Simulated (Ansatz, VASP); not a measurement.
# Co: VASP beside Ansatz

```
Co
1.0
     2.49352    0.00000    0.00000
    -1.24676    2.15945    0.00000
     0.00000    0.00000    4.02778
Co
2
Direct
  0.33333 0.66667 0.25000
  0.66667 0.33333 0.75000
```

Alike in both runs: task single point; functional PBE; k mesh 24 × 24 × 13; occupations fermi-dirac, width 0.05 eV; collinear spin.

```csv
,VASP,Ansatz
version,VASP 6.6.1,Ansatz 0.2.0
potentials or method,"VASP PAW PBE potentials, release 64 (Co), cutoff 520 eV","plane waves (420 eV) with PAW, scalar-relativistic"
valence electrons in the cell,18,34
```

VASP gave:

* pressure (GPa): -0.4
* traceless stress, the component that is largest in VASP (GPa): 0.02
* net moment per atom (μB): 1.61
* size of the moment on the site where the two differ most (μB): 1.63

Task: Which values does Ansatz return?

Result: Pressure (GPa): 0.4; traceless stress, the component that is largest in VASP (GPa): 0.13; net moment per atom (μB): 1.61; size of the moment on the site where the two differ most (μB): 1.69.

Site moments also hang on the region over which each program counts them. VASP's potentials hold 18 valence electrons a cell and Ansatz's 34, so a difference there can come from the potentials and not from the codes.
